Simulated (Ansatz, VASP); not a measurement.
**LiF: VASP beside Ansatz**

The input INCAR:

```
SYSTEM = LiF
ALGO     = Normal         ! electronic algorithm
EDIFF    = 1E-7           ! SCF threshold, eV
ENCUT    = 520            ! plane-wave cutoff, eV
ISIF     = 2              ! what is computed and relaxed
ISMEAR   = -1             ! smearing method
LASPH    = .True.         ! aspherical terms in the spheres
LCHARG   = .True.         ! write CHGCAR
LELF     = .True.         ! ELF
LREAL    = .False.        ! projectors in reciprocal space
LVHAR    = .True.       
LWAVE    = .False.        ! write WAVECAR
NBANDS   = 12             ! bands
NELM     = 80             ! most SCF steps
PREC     = Accurate       ! precision mode
SIGMA    = 0.03           ! smearing width, eV
```

KPOINTS

```
k-points
0
Gamma
  10 10 10
  0 0 0
```

The input POSCAR:

```
LiF
1.0
    0.0000000000      1.9798578110      1.9798578110
    1.9798578110      0.0000000000      1.9798578110
    1.9798578110      1.9798578110      0.0000000000
Li F
1 1
Direct
    0.0000000000      0.0000000000      0.0000000000
    0.5000000000      0.5000000000      0.5000000000
```

Input for Ansatz:

```yaml
crystal:
  lattice:
    - [0.0, 1.979857811, 1.979857811]
    - [1.979857811, 0.0, 1.979857811]
    - [1.979857811, 1.979857811, 0.0]
  atoms:
    - { symbol: Li, position: [0.0, 0.0, 0.0] }
    - { symbol: F, position: [0.5, 0.5, 0.5] }
kpoints:
  mp_grid: { grid: [10, 10, 10] }
scf:
  occupations: { method: fermi_dirac, width: 0.03 }
hamiltonian:
  xc: lda
  pseudopotentials: { kind: all_electron, lapw: { basis_error: 0.001 } }
output:
  forces: true
  stress: true
  eigenvalues: true
```

Change from the starting cell: volume scaled by 0.95.

Alike in both runs: task single point; functional LDA; k mesh 10 × 10 × 10; occupations fermi-dirac, width 0.03 eV; no spin polarisation.

|  | VASP | Ansatz |
| --- | --- | --- |
| version | VASP 6.6.1 | Ansatz 0.2.0 |
| potentials or method | VASP PAW LDA potentials, release 64 (Li_sv, F), cutoff 520 eV | all-electron LAPW, scalar-relativistic |

|  | VASP | Ansatz | Ansatz less VASP |
| --- | --- | --- | --- |
| gap on the k mesh at the Fermi level (eV) | 9.31 | 9.29 | -0.016 |

LDA's correlation is that of Perdew and Zunger in VASP and of Perdew and Wang (1992) in Ansatz. Ansatz ran all-electron here, and VASP with PAW potentials.

Noted on VASP's run: the cutoff is short for stress, so the pressure is rough.
